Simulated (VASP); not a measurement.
Input of a VASP 6.6.1 run:

The input INCAR:

```
PREC = Accurate
ENCUT = 520
EDIFF = 1E-7
ISMEAR = -1
SIGMA = 0.02
LREAL = F
LASPH = T
NELM = 60
ALGO = Normal
ISIF = 2
LWAVE = F
LCHARG = F
GGA = PE
NBANDS = 26
```

The input KPOINTS:

```
regular mesh
0
Gamma
  12 12 4
```

Contents of POSCAR:

```
ZnS
1.0
    3.8054508512     -0.0658342997      0.0000000000
   -1.9597396016      3.3285342598      0.0000000000
    0.0000000000      0.0000000000      6.2439931002
Zn S
2 2
Direct
    0.3328521111      0.6664405683      0.0004126385
    0.6671478889      0.3335594317      0.5004126385
    0.3418164361      0.6671356039      0.3745873615
    0.6581835639      0.3328643961      0.8745873615
```

Potentials or basis: VASP PAW PBE potentials, release 64 (Zn, S).

The run is started by

```bash
$ cat potpaw_PBE.64/Zn/POTCAR potpaw_PBE.64/S/POTCAR > POTCAR
$ mpirun -np 1 vasp_std > vasp.out
```

**Question.** Estimate the largest force.

**Answer.** 0.006 eV/Å.

**Question.** Predict the band gap on the k mesh.

**Answer.** 2.14 eV, direct.

**Question.** What does it give for the pressure?

**Answer.** 2.4 GPa.

Forces in eV/Å, atoms in the order of the input:
```
Zn   0.005  0.000  0.001
Zn  -0.005  0.000  0.001
S    0.006  0.000 -0.001
S   -0.006  0.000 -0.001
```

Caveat: the cell differs from its parent crystal (shear xy strain -3.5%). A k mesh can miss the band edges.
